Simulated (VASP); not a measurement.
## Mg2Si (m.bgw): single point with PBE

Mg2Si (m.bgw):

```xyz
3
Lattice="0.0000 3.1823 3.1823 3.1823 0.0000 3.1823 3.1823 3.1823 0.0000" Properties=species:S:1:pos:R:3 pbc="T T T"
Si    0.0000    0.0000    0.0000
Mg    1.5911    1.5911    1.5911
Mg    4.7734    4.7734    4.7734
```

```
Program             : VASP 6.6.1
Task                : single point
Functional          : PBE
Potentials or basis : VASP PAW PBE potentials, release 64 (Si, Mg)
Cutoff              : 600 eV
k mesh              : 4 × 4 × 4
Occupations         : gaussian, width 0.01 eV
Spin                : no spin polarisation
```

| Quantity | Value |
| --- | --- |
| Pressure | -0.2 GPa |
| Band gap on the k mesh | 0.18 eV, indirect (least direct gap 1.83 eV) |

Levels at points of the mesh, in eV from the valence-band top:
```csv
k point,band 1,band 2,band 3,band 4,band 5,band 6,band 7,band 8
"(0.00, 0.00, 0.00)",-9.09,0.00,0.00,0.00,1.83,2.52,2.52,2.52
"(0.50, 0.00, 0.00)",-7.67,-4.77,-0.71,-0.71,1.21,2.51,2.51,4.96
"(0.50, 0.50, 0.00)",-7.11,-4.44,-1.95,-1.95,0.18,0.36,7.87,7.87
```

It took 6.5 s on 1 thread of AMD EPYC 9R45 96-Core Processor (Zen 5), with other jobs on the host, peak memory 0.17 GiB.

Caveat: the k points lie up to 0.43 Å⁻¹ apart. A k mesh can miss the band edges.
